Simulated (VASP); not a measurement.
# Mg16HO16 (a cell with a defect) in VASP: further runs, part 2 of 2

VASP 6.6.1.

## Step 4: Single point, PBE

The input, INCAR:

```
SYSTEM = Mg16HO16
PREC = Accurate
ENCUT = 520
EDIFF = 1E-6
ISMEAR = -1
SIGMA = 0.01
LREAL = Auto
LASPH = .True.
NELM = 120
ALGO = Normal
ISIF = 2
LWAVE = .False.
LCHARG = .True.
GGA = PE
LELF = .True.
LVHAR = .True.
NELECT = 128.0
NBANDS = 86
GGA_COMPAT = .False.
```

The input, KPOINTS:

```
Automatic mesh
0
Gamma
  1 1 1
  0 0 0
```

The input, POSCAR:

```
Mg16HO16
1.0
   -4.2543812300      4.2543812300      4.2543812300
    4.2543812300     -4.2543812300      4.2543812300
    4.2543812300      4.2543812300     -4.2543812300
Mg O H
16 16 1
Direct
    0.0101785660      0.0278884269      0.0270094507
   -0.0026216503      0.2490001349      0.7496859890
   -0.0045655288      0.4939844096      0.4931350499
   -0.0026289369      0.7505320580      0.2481340865
    0.2519837650      0.0070830512      0.7496824632
    0.2470018419      0.2521602889      0.5028627865
    0.2470148873      0.5037191977      0.2513112818
    0.2519895238      0.7505333508      0.0062287554
    0.4938192857     -0.0026612566      0.4981179131
    0.4989129759      0.2520794311      0.2512233724
    0.4938299805      0.4989858419     -0.0034876987
    0.4990100523      0.7505368765      0.7496836385
    0.7453855986      0.0020871425      0.2480635709
    0.7453796048      0.2489074069      0.0012438942
    0.7328068011      0.4731334338      0.7496687127
    0.7328702651      0.7505443982      0.4724055959
   -0.0045851556     -0.0005897450      0.4977696839
   -0.0021699983      0.2551285231      0.2542771655
   -0.0045813948      0.4986215116     -0.0014434532
   -0.0024722749      0.7505301776      0.7496745890
    0.2473253907      0.0024475945      0.2504649777
    0.2473259784      0.2513217416      0.0015878925
    0.2457370281      0.5020730124      0.7496871643
    0.2457271560      0.7505322930      0.5012182465
    0.4942021851     -0.0009995578     -0.0018503278
    0.4932236644      0.2459278902      0.7496846962
    0.5063439037      0.5050383085      0.5041989385
    0.4932573943      0.7505334683      0.2450985099
    0.7518284862     -0.0039601529      0.7496871643
    0.7465385278      0.2497479522      0.5008071409
    0.7465388803      0.5016634346      0.2488950667
    0.7518469378      0.7505245363     -0.0048662776
    0.8641731432      0.7504462641      0.7497935252
```

Potentials or basis: VASP PAW PBE potentials, release 64 (Mg, O, H).

Launch:

```bash
$ cat potpaw_PBE.64/Mg/POTCAR potpaw_PBE.64/O/POTCAR potpaw_PBE.64/H/POTCAR > POTCAR
$ mpirun -np 1 vasp_gam > vasp.out
```

OUTCAR:

```text
SYSTEM = Mg16HO16
   PREC = Accurate
   ENCUT = 520
   EDIFF = 1E-6
   ISMEAR = -1
   LREAL = Auto
   LASPH = .True.
   NELM = 120
   ISIF = 2
   GGA = PE
   NELECT = 128.0

 ion  position               nearest neighbor table
   1  0.010  0.028  0.027-  33 1.95  18 1.99  22 2.07  21 2.08  29 2.16  32 2.16  20 2.31   7 2.86
                             6 2.86  14 2.93  13 2.93  10 2.95   2 3.01   4 3.01  12 3.08   5 3.13
   2  0.997  0.249  0.750-  29 2.12  22 2.13  17 2.13  19 2.13  30 2.13  23 2.13  15 2.95   6 2.99
                            11 2.99   5 2.99   1 3.01  16 3.01   8 3.02   3 3.02  13 3.02   7 3.02
   3  0.995  0.494  0.493-  18 2.04  24 2.12  23 2.12  30 2.13  31 2.13  20 2.17  14 2.96  13 2.96
                             6 2.97   7 2.97  10 2.99   2 3.02   4 3.02  12 3.03   8 3.09   5 3.09
[... 360 lines left out ...]
  external PRESSURE =     -29.6155422 kB  Pullay stress =       0.0000000 kB

 VOLUME and BASIS-vectors are now :
 -----------------------------------------------------------------------------
  energy-cutoff  :      520.00
  volume of cell :      308.01
      direct lattice vectors                 reciprocal lattice vectors
    -4.254381230  4.254381230  4.254381230     0.000000000  0.117525904  0.117525904
     4.254381230 -4.254381230  4.254381230     0.117525904  0.000000000  0.117525904
     4.254381230  4.254381230 -4.254381230     0.117525904  0.117525904  0.000000000

 POSITION                                       TOTAL-FORCE (eV/Angst)
 -----------------------------------------------------------------------------------
      0.19025      0.03956      0.04704         0.026435      0.009882      0.009180
      0.00556      6.37334      2.11312        -0.000155     -0.000129      0.002494
     -0.03538      4.23134      4.23857         0.009915      0.002356      0.002283
      0.00551      2.10580      6.38059         0.000503      0.002812     -0.000585
      2.14753      4.23134     -2.08727        -0.002187      0.002511     -0.009415
      2.16132      2.11742     -0.01574        -0.003744      0.000893     -0.002023
[... 25 lines left out ...]
      4.22805      4.23930      2.15798        -0.007839     -0.000959      0.006346
      2.70607      3.67374      3.67930         0.065103     -0.066217     -0.063698
 -----------------------------------------------------------------------------------
    total drift:                               -0.016051      0.008702      0.004948

  FREE ENERGIE OF THE ION-ELECTRON SYSTEM (eV)
  ---------------------------------------------------
  free  energy   TOTEN  =      -197.0017224351 eV

  energy  without entropy=     -197.0017224351  energy(sigma->0) =     -197.00172244
```

OSZICAR:

```text
N       E                     dE             d eps       ncg     rms          rms(c)
DAV:   1     0.132788994046E+04    0.13279E+04   -0.70482E+04   172   0.145E+03
DAV:   2    -0.677625255830E+02   -0.13957E+04   -0.13101E+04   280   0.333E+02
DAV:   3    -0.218438170786E+03   -0.15068E+03   -0.14919E+03   200   0.119E+02
DAV:   4    -0.221329498353E+03   -0.28913E+01   -0.28864E+01   208   0.176E+01
DAV:   5    -0.221353661453E+03   -0.24163E-01   -0.24154E-01   200   0.172E+00    0.285E+01
DAV:   6    -0.197270314035E+03    0.24083E+02   -0.11246E+02   200   0.329E+01    0.910E+00
DAV:   7    -0.197117361726E+03    0.15295E+00   -0.17848E+00   192   0.515E+00    0.563E+00
DAV:   8    -0.197014449616E+03    0.10291E+00   -0.56884E-01   208   0.394E+00    0.963E-01
DAV:   9    -0.197000415529E+03    0.14034E-01   -0.31212E-02   216   0.760E-01    0.458E-01
DAV:  10    -0.197001615404E+03   -0.11999E-02   -0.31420E-02   200   0.614E-01    0.216E-01
DAV:  11    -0.197001519677E+03    0.95727E-04   -0.16736E-03   208   0.179E-01    0.994E-02
DAV:  12    -0.197001741612E+03   -0.22194E-03   -0.13802E-03   200   0.142E-01    0.367E-02
DAV:  13    -0.197001721752E+03    0.19860E-04   -0.84265E-05   224   0.508E-02    0.123E-02
DAV:  14    -0.197001722524E+03   -0.77189E-06   -0.44476E-05   200   0.257E-02    0.609E-03
DAV:  15    -0.197001722435E+03    0.89281E-07   -0.34570E-06   168   0.868E-03
   1 F= -.19700172E+03 E0= -.19700172E+03  d E =-.957768E-15
```

stdout:

```text
POSCAR found type information on POSCAR MgO H
 POSCAR found :  3 types and      33 ions
 scaLAPACK will be used
 LDA part: xc-table for (Slater+PW92), standard interpolation
 POSCAR, INCAR and KPOINTS ok, starting setup
 FFT: planning ... GRIDC
 FFT: planning ... GRID_SOFT
 FFT: planning ... GRID
 WAVECAR not read
 entering main loop
 the old and the new charge density differ
 old charge density:   129.00000 new  128.00000
    0.285E+01
```

Wall time 45 s (1 thread of Intel Xeon 6975P-C (Granite Rapids), shared host); peak memory 0.39 GiB.

What came out:

```
Free energy   : -197.0017 eV
Largest force : 0.118 eV/Å
```

Forces on the atoms (eV/Å):
```
Mg   0.026  0.010  0.009
Mg   0.000  0.000  0.002
Mg   0.010  0.002  0.002
Mg   0.001  0.003 -0.001
Mg  -0.002  0.003 -0.009
Mg  -0.004  0.001 -0.002
Mg  -0.003 -0.001  0.000
Mg  -0.002 -0.010  0.003
Mg   0.000 -0.001  0.003
Mg  -0.003  0.000 -0.001
Mg  -0.001  0.004 -0.002
Mg   0.008 -0.007 -0.009
Mg   0.002  0.003  0.001
Mg   0.002  0.001  0.003
Mg  -0.009  0.009 -0.026
Mg  -0.010 -0.027  0.010
O   -0.001  0.001 -0.005
O    0.003  0.000  0.002
O   -0.001 -0.007  0.001
O   -0.068  0.068  0.069
O   -0.001 -0.005  0.001
O   -0.001  0.000 -0.005
O   -0.001  0.001  0.003
O    0.000  0.001  0.001
O   -0.003  0.001  0.000
O   -0.003  0.001 -0.002
O    0.001  0.008  0.008
O    0.000 -0.003  0.002
O   -0.009  0.009 -0.002
O    0.005  0.000  0.002
O    0.006  0.001  0.000
O   -0.008 -0.001  0.006
H    0.065 -0.066 -0.064
```

Caveat: the k points lie up to 1.04 Å⁻¹ apart, too coarse for converged energies, forces and pressures; the cell carries a net charge on a neutralising background, which shifts energy and pressure; the cell is charged against a uniform background, so pressure and absolute levels hang on convention.
